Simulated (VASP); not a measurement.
Runs of VASP 6.6.1 on AsI. The structure is that of space group Pm-3m (No. 221), or close to it. The cells are those of the table. 

```tsv
task	cell	k mesh	cutoff (eV)	gap on the mesh (eV)	pressure (GPa)
single point	a = 3.670, b = 3.670, c = 3.835 Å, 2 atoms	6 × 6 × 4	520	none	(a)
single point	a = 3.732 Å, 2 atoms	16 × 16 × 16	520	none	0.0
relaxation of cell and atoms	relaxed from a = 4.021 Å, 2 atoms	4 × 4 × 4	600	none	-0.1
single point	a = 3.728 Å, 2 atoms	4 × 4 × 4	520	none	-0.3
single point	a = 3.740, b = 3.740, c = 3.718 Å, 2 atoms	16 × 16 × 14	520	none	0.0
```

Alike in all rows: level PBE; potentials or basis VASP PAW PBE potentials, release 64 (As, I); no spin polarisation; smearing gaussian 0.1 eV.

Problem. Estimate the missing entries.

Solution. (a) 0.1.

Caveats: some runs use coarse meshes; spin-orbit coupling is left out, which moves the levels of the heavy elements.

A k mesh can miss the band edges, and the runs leave out spin-orbit coupling on As, I.

A gap of «none» marks levels without a gap at the run's occupations.
